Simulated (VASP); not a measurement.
## Pb: single point with BLYP+D3(BJ)

Crystal: Pb.

```
CELL_PARAMETERS angstrom
0.00000 2.45841 2.45841
2.45841 0.00000 2.45841
2.45841 2.45841 0.00000
ATOMIC_POSITIONS crystal
Pb 0.00000 0.00000 0.00000
```

| Item | Value |
| --- | --- |
| Program | VASP 6.6.1 |
| Task | single point |
| Functional | BLYP |
| Dispersion | D3(BJ) |
| Potentials or basis | VASP PAW PBE potentials, release 64 (Pb_d) |
| Cutoff | 520 eV |
| k mesh | 9 × 9 × 9 |
| Occupations | fermi-dirac, width 0.05 eV |
| Spin | no spin polarisation |
| Dipole correction | no |
| Further INCAR settings | ALGO = Normal; EDIFF = 1e-06; NBANDS = 13 |

* Pressure: 1.7 GPa
* Band gap on the k mesh: zero (band 7 reaches 15.41 eV, above the bottom of band 8 at 6.47 eV)
* Dispersion energy per atom: -1.020 eV

Levels at points of the mesh, in eV from the Fermi level:
| k point | band 3 | band 4 | band 5 | band 6 | band 7 | band 8 | band 9 | band 10 | band 11 | band 12 |
| --- | --- | --- | --- | --- | --- | --- | --- | --- | --- | --- |
| (0.00, 0.00, 0.00) | -16.98 | -16.82 | -16.82 | -11.80 | 7.53 | 7.53 | 7.53 | 10.18 | 12.20 | 12.89 |

Wall time 12 s on 1 thread of Intel(R) Xeon(R) Platinum 8375C CPU @ 2.90GHz (Ice Lake) (shared host), peak memory 0.16 GiB.

Caveat: the PAW data sets were made with another functional, which shifts forces and pressure a little; spin-orbit coupling is left out, which moves the levels of the heavy elements; pairwise dispersion overbinds metals, which lowers pressure and volume.
